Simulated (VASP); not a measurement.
# Rh (R-3m) in VASP: single point with PBE

Aim: the single point of Rh with PBE.

Everything below comes from runs of VASP 6.6.1. Logs are shortened: lines on timing, memory, paths and dates and some standing lists are left out, and cuts for length are marked.

### Step 1. The cell of the first run

The typed cell holds 3 atoms: a = 2.709 Å, b = 2.709 Å, c = 6.632 Å, α = 90.00°, β = 90.00°, γ = 120.00°.

### Step 2. Single point, PBE

INCAR

```
SYSTEM = Rh
ALGO = Fast
EDIFF = 1E-7
ENCUT = 520
GGA = PE
ISIF = 2
ISMEAR = 0
LASPH = .True.
LCHARG = .True.
LELF = .True.
LREAL = .False.
LVHAR = .True.
LWAVE = .False.
NBANDS = 30
NELM = 80
PREC = Accurate
SIGMA = 0.1
```

KPOINTS

```
k-points
0
Gamma
  18 18 7
  0 0 0
```

POSCAR

```
Rh
1.0
    2.7085490004      0.0000000000      0.0000000000
   -1.3542745002      2.3456722418      0.0000000000
    0.0000000000      0.0000000000      6.6319589428
Rh
3
Direct
    0.0000000000      0.0000000000      0.0000000000
    0.3333333333      0.6666666667      0.3333333333
    0.6666666667      0.3333333333      0.6666666667
```

Potentials or basis: VASP PAW PBE potentials, release 64 (Rh_pv).

Command:

```bash
$ cat potpaw_PBE.64/Rh_pv/POTCAR > POTCAR
$ mpirun -np 1 vasp_std > vasp.out
```

OUTCAR:

```text
SYSTEM = Rh
   EDIFF = 1E-7
   ENCUT = 520
   GGA = PE
   ISIF = 2
   ISMEAR = 0
   LASPH = .True.
   LREAL = .False.
   NELM = 80
   PREC = Accurate

 ion  position               nearest neighbor table
   1  0.000  0.000  0.000-   2 2.71   3 2.71   3 2.71   2 2.71   3 2.71   2 2.71
   2  0.333  0.667  0.333-   1 2.71   1 2.71   1 2.71   3 2.71   3 2.71   3 2.71
   3  0.667  0.333  0.667-   1 2.71   1 2.71   1 2.71   2 2.71   2 2.71   2 2.71

  LATTYP: Found a hexagonal cell.
 ALAT       =     2.7085490004
 C/A-ratio  =     2.4485283234

  Lattice vectors:

 A1 = (   2.7085490004,   0.0000000000,   0.0000000000)
 A2 = (  -1.3542745002,   2.3456722418,   0.0000000000)
 A3 = (   0.0000000000,   0.0000000000,   6.6319589428)

Analysis of symmetry for initial positions (statically):
=====================================================================
 Subroutine PRICEL returns following result:

  LATTYP: Found a trigonal (rhomboedric) cell.
 ALAT       =     2.7078403140
 COS(alpha) =     0.4997382492

  Lattice vectors:

 A1 = (   1.3542744999,   0.7818907474,  -2.2106529814)
 A2 = (   0.0000000001,  -1.5637814946,  -2.2106529807)
 A3 = (  -1.3542745001,   0.7818907472,  -2.2106529807)

   3 primitive cells build up your supercell.

 Routine SETGRP: Setting up the symmetry group for a
 hexagonal supercell.

 Subroutine GETGRP returns: Found 12 space group operations
 (whereof 12 operations were pure point group operations)
 out of a pool of 24 trial point group operations.

The static configuration has the point symmetry D_3d.

Analysis of symmetry for dynamics (positions and initial velocities):
=====================================================================
 Subroutine PRICEL returns following result:

  LATTYP: Found a trigonal (rhomboedric) cell.
 ALAT       =     2.7078403140
 COS(alpha) =     0.4997382492

  Lattice vectors:

 A1 = (   1.3542744999,   0.7818907474,  -2.2106529814)
 A2 = (   0.0000000001,  -1.5637814946,  -2.2106529807)
 A3 = (  -1.3542745001,   0.7818907472,  -2.2106529807)

   3 primitive cells build up your supercell.

 Routine SETGRP: Setting up the symmetry group for a
 hexagonal supercell.

 Subroutine GETGRP returns: Found 12 space group operations
 (whereof 12 operations were pure point group operations)
 out of a pool of 24 trial point group operations.

The dynamic configuration has the point symmetry D_3d.

 Subroutine INISYM returns: Found 12 space group operations
 (whereof 12 operations are pure point group operations),
 and found     3 'primitive' translations

----------------------------------------------------------------------------------------

                                     Primitive cell

  volume of cell :      14.0451

  direct lattice vectors                    reciprocal lattice vectors
     1.354274500  0.781890747 -2.210652981     0.369201369  0.213158510 -0.150785011
     0.000000000 -1.563781495 -2.210652981    -0.000000000 -0.426317020 -0.150785011
    -1.354274500  0.781890747 -2.210652981    -0.369201369  0.213158510 -0.150785011

  length of vectors
     2.707840314  2.707840314  2.707840313     0.452197215  0.452197215  0.452197215

  position of ions in fractional coordinates (direct lattice)
     0.000000000  0.000000000  0.000000000

  ion indices of the primitive-cell ions
   primitive index   ion index
                 1           1

----------------------------------------------------------------------------------------

 KPOINTS: k-points

Automatic generation of k-mesh.
 Grid dimensions read from file:
 generate k-points for:   18   18    7

 Generating k-lattice:

  Cartesian coordinates                     Fractional coordinates (reciprocal lattice)
     0.020511187  0.011842139  0.000000000     0.055555556  0.000000000  0.000000000
     0.000000000  0.023684279  0.000000000     0.000000000  0.055555556  0.000000000
     0.000000000  0.000000000  0.021540716     0.000000000  0.000000000  0.142857143

  Length of vectors
     0.023684279  0.023684279  0.021540716

  Shift w.r.t. Gamma in fractional coordinates (k-lattice)
     0.000000000  0.000000000  0.000000000

 Subroutine IBZKPT returns following result:
 ===========================================

 Found    229 irreducible k-points:

 Following reciprocal coordinates:
            Coordinates               Weight
  0.000000  0.000000  0.000000      1.000000
  0.055556 -0.000000  0.000000      6.000000
  0.111111 -0.000000  0.000000      6.000000
  0.166667  0.000000  0.000000      6.000000
  0.222222 -0.000000  0.000000      6.000000
  0.277778 -0.000000  0.000000      6.000000
[... 16 lines left out ...]
  0.333333  0.111111  0.000000     12.000000
  0.388889  0.111111  0.000000     12.000000
 [... further k-points ...]
   k-points           NKPTS =    229   k-points in BZ     NKDIM =    229   number of bands    NBANDS=     30
   number of dos      NEDOS =    301   number of ions     NIONS =      3
   total plane-waves  NPLWV =  20000
   dimension x,y,z NGX =    20 NGY =   20 NGZ =   50
   dimension x,y,z NGXF=    40 NGYF=   40 NGZF=  100
   ions per type =               3
   NGX,Y,Z   is equivalent  to a cutoff of  12.28, 12.28, 12.53 a.u.
   NGXF,Y,Z  is equivalent  to a cutoff of  24.55, 24.55, 25.07 a.u.
 SYSTEM =  Rh
   PREC   = accura    normal or accurate (medium, high low for compatibility)
   ISTART =      0    job   : 0-new  1-cont  2-samecut
   ICHARG =      2    charge: 1-file 2-atom 10-const
   ISPIN  =      1    spin polarized calculation?
   LNONCOLLINEAR =      F non collinear calculations
   LSORBIT =      F    spin-orbit coupling
   LASPH  =      T    aspherical Exc in radial PAW
   ENCUT  =  520.0 eV  38.22 Ry    6.18 a.u.   5.04  5.04 12.33*2*pi/ulx,y,z
   NELM   =     80;   NELMIN=  2; NELMDL= -5     # of ELM steps
   EDIFF  = 0.1E-06   stopping-criterion for ELM
   LREAL  =      F    real-space projection
   EDIFFG = 0.1E-05   stopping-criterion for IOM
   NSW    =      0    number of steps for IOM
   IBRION =     -1    ionic relax: 0-MD 1-quasi-New 2-CG
   NFREE  =      0    steps in history (QN), initial steepest desc. (CG)
   ISIF   =      2    stress and relaxation
   ISYM   =      2    0-nonsym 1-usesym 2-fastsym
   POTIM  = 0.5000    time-step for ionic-motion
   TEBEG  =    0.0;   TEEND  =   0.0 temperature during run
   PSTRESS=    0.0 pullay stress
   NELECT =      45.0000    total number of electrons
   NUPDOWN=      -1.0000    fix difference up-down
   EMIN   =  10.00;   EMAX   =-10.00  energy-range for DOS
   EFERMI =   0.00;   METHOD = LEGACY
   ISMEAR =     0;   SIGMA  =   0.10  broadening in eV -4-tet -1-fermi 0-gaus
   EFERMI_NEDOS =   21; number of points for ismear=-14 and -15
   IALGO  =     68    algorithm
   IMIX   =      4    mixing-type and parameters
     AMIX     =   0.40;   BMIX     =  1.00
     AMIX_MAG =   1.60;   BMIX_MAG =  1.00
  volume/ion in A,a.u.               =      14.05        94.78
  Fermi-wavevector in a.u.,A,eV,Ry     =   1.673390  3.162248 38.099477  2.800233
  Thomas-Fermi vector in A             =   2.758369
   LORBIT       =      0    0 simple, 1 ext, 2 COOP (PROOUT), +10 PAW based schemes
   GGA     = PE    functional components
   LHFCALC =     F    Hartree Fock is set to
   AEXX    =    0.0000 exact exchange contribution
   IVDW    =     0    specifies the selected vdW correction
   LEPSILON=     F    determine dielectric tensor
   LRPA    =     F    only Hartree local field effects (RPA)
 non-spin polarized calculation
 RMM-DIIS sequential band-by-band and
 Gauss-broadening in eV      SIGMA  =   0.10
  energy-cutoff  :      520.00
  volume of cell :       42.14
 maximum number of plane-waves:      1150
   NGX = 11   NGY = 11   NGZ = 25

 number of electron      45.0000005 magnetization

 Free energy of the ion-electron system (eV)
  ---------------------------------------------------
  ext. energy  EPLUGINS =         0.00000000
  ---------------------------------------------------
  free energy    TOTEN  =       -21.78531133 eV

  energy without entropy =      -21.76513767  energy(sigma->0) =      -21.77522450

 E-fermi :  11.5189     XC(G=0): -13.8948

 val. band max:       11.5186213761   @ k =   0.0556  -0.0000   0.0000
 cond. band min:      11.5194061813   @ k =   0.2778   0.2222   0.4286
 fundamental gap:      0.0007848053
 Fermi energy:        11.5189008614

 k-point     1 :       0.0000    0.0000    0.0000
  band No.  band energies     occupation
      1     -35.3431      2.00000
      2     -35.3431      2.00000
      3     -34.9012      2.00000
      4     -34.9012      2.00000
      5     -34.9012      2.00000
      6     -34.9012      2.00000
[... 22 lines left out ...]
     29      23.7545      0.00000
     30      27.5506      0.00000

 k-point     2 :       0.0556   -0.0000    0.0000
  band No.  band energies     occupation
      1     -35.3408      2.00000
      2     -35.3403      2.00000
      3     -34.9238      2.00000
      4     -34.9143      2.00000
      5     -34.9049      2.00000
      6     -34.8955      2.00000
[... 22 lines left out ...]
     29      23.8083      0.00000
     30      27.7017      0.00000

 k-point     3 :       0.1111   -0.0000    0.0000
  band No.  band energies     occupation
      1     -35.3356      2.00000
      2     -35.3322      2.00000
      3     -34.9703      2.00000
      4     -34.9344      2.00000
      5     -34.9324      2.00000
      6     -34.8988      2.00000
[... 22 lines left out ...]
     29      23.9749      0.00000
     30      28.1158      0.00000

 k-point     4 :       0.1667    0.0000    0.0000
  band No.  band energies     occupation
      1     -35.3320      2.00000
      2     -35.3209      2.00000
      3     -35.0324      2.00000
      4     -34.9768      2.00000
      5     -34.9756      2.00000
      6     -34.9597      2.00000
[... 22 lines left out ...]
     29      24.2544      0.00000
     30      27.7108      0.00000

 k-point     5 :       0.2222   -0.0000    0.0000
  band No.  band energies     occupation
      1     -35.3370      2.00000
      2     -35.3145      2.00000
      3     -35.0943      2.00000
      4     -35.0724      2.00000
      5     -35.0220      2.00000
      6     -34.9878      2.00000
[... 22 lines left out ...]
     29      24.6188      0.00000
     30      26.1190      0.00000
[... 526 lines left out ...]
     29      24.7300      0.00000
     30      25.4074      0.00000

 k-point    22 :       0.2778    0.1111    0.0000
  band No.  band energies     occupation
      1     -35.3825      2.00000
      2     -35.3671      2.00000
      3     -35.2698      2.00000
      4     -35.1306      2.00000
      5     -35.0952      2.00000
      6     -35.0418      2.00000
[... 22 lines left out ...]
     29      24.7689      0.00000
     30      25.2101      0.00000

 k-point    23 :       0.3333    0.1111    0.0000
  band No.  band energies     occupation
      1     -35.4148      2.00000
      2     -35.4018      2.00000
      3     -35.3419      2.00000
      4     -35.1148      2.00000
      5     -35.1018      2.00000
      6     -35.0620      2.00000
[... 22 lines left out ...]
     29      23.7341      0.00000
     30      23.9955      0.00000

 k-point    24 :       0.3889    0.1111    0.0000
  band No.  band energies     occupation
      1     -35.4382      2.00000
      2     -35.4227      2.00000
      3     -35.3939      2.00000
      4     -35.1110      2.00000
      5     -35.0917      2.00000
      6     -35.0677      2.00000
[... 22 lines left out ...]
     29      22.0844      0.00000
     30      23.3098      0.00000

 [... further k-points ...]
[... 5 lines left out ...]
  --------------------------------------------------------------------------------------
  -------------------------------------------------------------------------------------
  Total        0.0116872      0.0116872      0.0104343      0.0000000     -0.0000000      0.0000000
  in kB        0.4444017      0.4444017      0.3967594      0.0000000     -0.0000000      0.0000000
  external PRESSURE =       0.4285209 kB  Pullay stress =       0.0000000 kB

 VOLUME and BASIS-vectors are now :
 -----------------------------------------------------------------------------
  energy-cutoff  :      520.00
  volume of cell :       42.14
      direct lattice vectors                 reciprocal lattice vectors
     2.708549000  0.000000000  0.000000000     0.369201369  0.213158510  0.000000000
    -1.354274500  2.345672242  0.000000000     0.000000000  0.426317020  0.000000000
     0.000000000  0.000000000  6.631958943     0.000000000  0.000000000  0.150785011

 POSITION                                       TOTAL-FORCE (eV/Angst)
 -----------------------------------------------------------------------------------
      0.00000      0.00000      0.00000        -0.000000      0.000000      0.000000
     -0.00000      1.56378      2.21065        -0.000000     -0.000000     -0.000000
      1.35427      0.78189      4.42131         0.000000      0.000000      0.000000
 -----------------------------------------------------------------------------------
    total drift:                               -0.000000      0.000000     -0.000000

  FREE ENERGIE OF THE ION-ELECTRON SYSTEM (eV)
  ---------------------------------------------------
  free  energy   TOTEN  =       -21.7853113270 eV

  energy  without entropy=      -21.7651376699  energy(sigma->0) =      -21.77522450
```

Wall time 5.3 min (1 thread of Intel Xeon Platinum 8259CL at 2.50GHz (Skylake/Cascade Lake), shared host); peak memory 0.31 GiB.

What came out:

| Item | Value |
| --- | --- |
| Free energy | -21.7853 eV |
| Pressure | 0.0 GPa |
